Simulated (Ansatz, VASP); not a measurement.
**Two plane-wave programs on MnO2**

The input INCAR:

```
  ALGO = Normal
  EDIFF = 1E-6
  ENCUT = 520
  GGA = RE
  ISIF = 2
  ISMEAR = 0
  ISPIN = 2
  LASPH = True
  LCHARG = True
  LELF = True
  LMAXMIX = 4
  LORBIT = 11
  LREAL = False
  LVHAR = True
  LWAVE = False
  MAGMOM = 3 0 0
  NBANDS = 24
  NELM = 150
  PREC = Accurate
  SIGMA = 0.05
```

KPOINTS

```
k-points
0
Gamma
  14 14 6
```

Contents of POSCAR:

```
MnO2
1.0
    2.8768068094      0.0000000000      0.0000000000
   -1.4384034047      2.4913877787      0.0000000000
    0.0000000000      0.0000000000      5.4464523635
Mn O
1 2
Direct
    0.0000000000      0.0000000000      0.0000000000
    0.3333333333      0.6666666667      0.1753671606
    0.6666666667      0.3333333333      0.8246328394
```

Input for Ansatz:

```yaml
crystal:
  lattice:
    - [2.876806809388, 0.0, 0.0]
    - [-1.438403404694, 2.49138777871, 0.0]
    - [0.0, 0.0, 5.4464523635]
  atoms:
    - { symbol: Mn, position: [0.0, 0.0, 0.0], spin: 3.0 }
    - { symbol: O, position: [0.3333333333333, 0.6666666666667, 0.1753671606] }
    - { symbol: O, position: [0.6666666666667, 0.3333333333333, 0.8246328394] }
basis:
  ecutwfc: 420
  ecutrho_ratio: 4
  precision: f64
kpoints:
  mp_grid: { grid: [14, 14, 6] }
hamiltonian:
  xc: revpbe
scf:
  occupations: { method: gaussian, width: 0.05 }
  eigensolver: { kind: davidson }
output:
  forces: true
  stress: true
magnetization:
  spin_polarized: true
```

Alike in both runs: task single point; functional revPBE; k mesh 14 × 14 × 6; occupations gaussian, width 0.05 eV; collinear spin.

```csv
,VASP,Ansatz
version,VASP 6.6.1,Ansatz 0.2.0
potentials or method,"VASP PAW PBE potentials, release 64 (Mn_pv, O), cutoff 520 eV","scalar-relativistic, plane waves, PAW"
valence electrons in the cell,25,27
```

|  | VASP | Ansatz | Ansatz less VASP |
| --- | --- | --- | --- |
| pressure (GPa) | 3.8 | 3.0 | -0.73 |
| traceless stress, the component that is largest in VASP (GPa) | -1.13 | -0.79 | +0.348 |
| rms of the force components (eV/Å) | 0.144 | 0.102 | -0.0414 |
| net moment per atom (μB) | 1.00 | 1.00 | 0.000 |
| size of the moment on the site where the two differ most (μB) | 2.87 | 2.53 | -0.340 |

VASP's potentials were made for PBE, not for revPBE. Site moments also hang on the region over which each program counts them. Atom by atom the forces differ by 0.041 eV/Å (rms over components). VASP's potentials hold 25 valence electrons a cell and Ansatz's 27, so a difference there can come from the potentials and not from the codes.
